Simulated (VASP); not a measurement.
Wanted: the native input for a VASP 6.6.1 run.

```
Task                   : relaxation of cell and atoms
Functional             : PBEsol
Potentials or basis    : VASP PAW PBE potentials, release 64 (Ge_d)
Cutoff                 : 600 eV
k mesh                 : 16 × 16 × 16
Occupations            : fermi-dirac, width 0.08 eV
Spin                   : no spin polarisation
Target pressure        : -0.044 GPa
Dipole correction      : no
Further INCAR settings : ALGO = Normal; EDIFF = 1e-06; IBRION = 2; EDIFFG = -0.005; NSW = 32; ISIF = 3
```

The structure of Ge lies in POSCAR:

```
Ge
1.0
   -1.6614497616      1.6614497616      1.6614497616
    1.6614497616     -1.6614497616      1.6614497616
    1.6614497616      1.6614497616     -1.6614497616
Ge
1
Direct
    0.0000000000      0.0000000000      0.0000000000
```

This isn't the form of Ge at room conditions, which is diamond.

These files were run (other wordings do the same):

INCAR

```
SYSTEM = Ge
ALGO     = Normal         ! electronic algorithm
EDIFF    = 1E-6           ! SCF threshold, eV
EDIFFG   = -0.005         ! ionic threshold
ENCUT    = 600            ! plane-wave cutoff, eV
GGA      = PS             ! functional
IBRION   = 2              ! ionic algorithm
ISIF     = 3              ! what is computed and relaxed
ISMEAR   = -1             ! smearing method
LASPH    = .TRUE.         ! aspherical terms in the spheres
LCHARG   = .FALSE.        ! write CHGCAR
LREAL    = .FALSE.        ! projectors in reciprocal space
LWAVE    = .FALSE.        ! write WAVECAR
NELM     = 80             ! most SCF steps
NSW      = 32             ! ionic steps
PREC     = Accurate       ! precision mode
PSTRESS  = -0.43999999999999995
SIGMA    = 0.08           ! smearing width, eV
```

KPOINTS

```
k-points
0
G
  16 16 16
  0 0 0
```

Potentials or basis: VASP PAW PBE potentials, release 64 (Ge_d).

Command:

```console
$ cat potpaw_PBE.64/Ge_d/POTCAR > POTCAR
$ mpirun -np 1 vasp_std > vasp.out
```

It gave:

The pressure after relaxing is 0.0 GPa and the band gap on the k mesh is zero (bands 7 and 8 overlap by 12.49 eV).

Caveat: the cell is relaxed towards a set pressure, so the run minimises the enthalpy, not the energy; the PAW data sets were made with another functional, which shifts forces and pressure a little.

Wall time 23 s on 1 thread of Intel Xeon 8259CL (shared host), peak memory 0.16 GiB.
